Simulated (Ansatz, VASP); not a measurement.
# Al3GaO6: VASP beside Ansatz

INCAR

```
SYSTEM = Al3GaO6
ALGO = Normal
EDIFF = 1E-7
EDIFFG = -0.025
ENCUT = 600
GGA = PE
GGA_COMPAT = .False.
IBRION = 2
ISIF = 3
ISMEAR = 0
LASPH = .True.
LCHARG = .False.
LREAL = .False.
LWAVE = .False.
NELM = 120
NELMIN = 4
NSW = 80
PREC = Accurate
SIGMA = 0.1
```

File KPOINTS:

```
k-points
0
Gamma
  4 4 4
  0 0 0
```

POSCAR

```
Al3GaO6
1.0
   -2.3732995099      4.1953005569     -0.0198030595
   -4.9458861134     -0.1150584572     -0.0804381298
   -2.3668277591      1.3814460672      4.3039321924
Al Ga O
3 1 6
Direct
    0.8599750327      0.8397746591      0.4339293466
    0.6652185852      0.6422245461      0.0554061936
    0.1348987936      0.1665778834      0.5433144766
    0.3344203136      0.3714217286      0.9310410302
    0.0310661718      0.7712209045      0.7553927487
    0.7656948377      0.4409372704      0.7280143349
    0.4569592399      0.0404202746      0.7546902295
    0.9401783476      0.2369498805      0.2739879418
    0.2506844387      0.5539932868      0.2741221638
    0.5609042390      0.9364795660      0.2501015342
```

Input for Ansatz:

```yaml
crystal:
  lattice:
    - [-2.3732995099, 4.1953005569, -0.0198030595]
    - [-4.9458861134, -0.1150584572, -0.0804381298]
    - [-2.3668277591, 1.3814460672, 4.3039321924]
  atoms:
    - { symbol: Al, position: [0.8599750327, 0.8397746591, 0.4339293466] }
    - { symbol: Al, position: [0.6652185852, 0.6422245461, 0.0554061936] }
    - { symbol: Al, position: [0.1348987936, 0.1665778834, 0.5433144766] }
    - { symbol: Ga, position: [0.3344203136, 0.3714217286, 0.9310410302] }
    - { symbol: O, position: [0.0310661718, 0.7712209045, 0.7553927487] }
    - { symbol: O, position: [0.7656948377, 0.4409372704, 0.7280143349] }
    - { symbol: O, position: [0.4569592399, 0.0404202746, 0.7546902295] }
    - { symbol: O, position: [0.9401783476, 0.2369498805, 0.2739879418] }
    - { symbol: O, position: [0.2506844387, 0.5539932868, 0.2741221638] }
    - { symbol: O, position: [0.560904239, 0.936479566, 0.2501015342] }
basis:
  ecutwfc: 420
kpoints:
  mp_grid: { grid: [4, 4, 4] }
hamiltonian:
  xc: pbe
scf:
  occupations: { method: gaussian, width: 0.1 }
  lower_state_search: "off"
output:
  forces: true
  stress: true
  eigenvalues: true
relax:
  adjacent_minimum: "off"
  f_tol: 0.025
  max_steps: 60
  cell: { stress_tol: 0.25 }
```

Change from the starting cell: cell x1, atoms moved at random (sigma 0.05 Å) and cell strained at random (1.5 %), then relaxed without symmetry.

Alike in both runs: task relaxation of cell and atoms; functional PBE; k mesh 4 × 4 × 4; occupations gaussian, width 0.1 eV; no spin polarisation.

|  | VASP | Ansatz |
| --- | --- | --- |
| version | VASP 6.6.1 | Ansatz 0.2.0 |
| potentials or method | VASP PAW PBE potentials, release 64 (Al, Ga_d, O), cutoff 600 eV | scalar-relativistic, plane waves, PAW |
| valence electrons in the cell | 58 | 58 |

Ansatz gave:

```
gap on the k mesh at the Fermi level, each at its own relaxed structure (eV) : 4.63
relaxed volume (Å³/atom)                                                     : 9.07
relaxed length of the cell vector where the two differ most in proportion (Å)              : 4.871
```

Q: Estimate VASP's values.

A: gap on the k mesh at the Fermi level, each at its own relaxed structure (eV): 4.62; relaxed volume (Å³/atom): 9.06; relaxed length of the cell vector where the two differ most in proportion (Å): 4.869.
